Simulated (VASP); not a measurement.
Write the native input for VASP 6.6.1 that does the following.

```
Task                   : single point
Functional             : PBEsol
Dispersion             : D4
Potentials or basis    : VASP PAW PBE potentials, release 64 (Mn_pv, O)
Cutoff                 : 520 eV
k mesh                 : 10 × 10 × 10
Occupations            : fermi-dirac, width 0.05 eV
Spin                   : collinear spin, ferromagnetic start
Starting moments       : [4.0, 0.0] μB
Dipole correction      : no
Further INCAR settings : ALGO = Normal; EDIFF = 1e-06; NBANDS = 20
```

The structure of MnO lies in POSCAR:

```
MnO
1.0
    0.0000000000      2.1854078473      2.1854078473
    2.1854078473      0.0000000000      2.1854078473
    2.1854078473      2.1854078473      0.0000000000
Mn O
1 1
Direct
    0.0000000000      0.0000000000      0.0000000000
    0.5000000000      0.5000000000      0.5000000000
```

The input as run:

INCAR

```
SYSTEM = MnO
ALGO     = Normal         ! electronic algorithm
EDIFF    = 1E-6           ! SCF threshold, eV
ENCUT    = 520            ! plane-wave cutoff, eV
GGA      = PS             ! functional
ISIF     = 2              ! what is computed and relaxed
ISMEAR   = -1             ! smearing method
ISPIN    = 2              ! spin polarisation
IVDW     = 13             ! dispersion correction
LASPH    = .True.         ! aspherical terms in the spheres
LCHARG   = .False.        ! write CHGCAR
LMAXMIX  = 4              ! l up to which the mixer works
LORBIT   = 11             ! projections on sites
LREAL    = .False.        ! projectors in reciprocal space
LWAVE    = .False.        ! write WAVECAR
MAGMOM   = 4 0            ! initial moments
NBANDS   = 20             ! bands
NELM     = 150            ! most SCF steps
PREC     = Accurate       ! precision mode
SIGMA    = 0.05           ! smearing width, eV
```

KPOINTS

```
k-points
0
Gamma
  10 10 10
  0 0 0
```

Potentials or basis: VASP PAW PBE potentials, release 64 (Mn_pv, O).

Run with:

```console
$ cat potpaw_PBE.64/Mn_pv/POTCAR potpaw_PBE.64/O/POTCAR > POTCAR
$ mpirun -np 1 vasp_std > vasp.out
```

Results of the run:

| Property | Result |
| --- | --- |
| Pressure | 0.4 GPa |
| Net moment | 4.56 μB per cell |
| Site moments | Mn +4.17; O +0.18 μB |
| Valence electrons inside the program's atomic spheres | Mn 11.42; O 4.96 |
| Dispersion energy per atom | -0.191 eV |

Caveat: the PAW data sets were made with another functional, which shifts forces and pressure a little; a cell with one magnetic atom can't hold antiferromagnetic order, which such compounds often take.

Wall time 55 s on 1 thread of Intel Xeon 8259CL (shared host), peak memory 0.17 GiB.
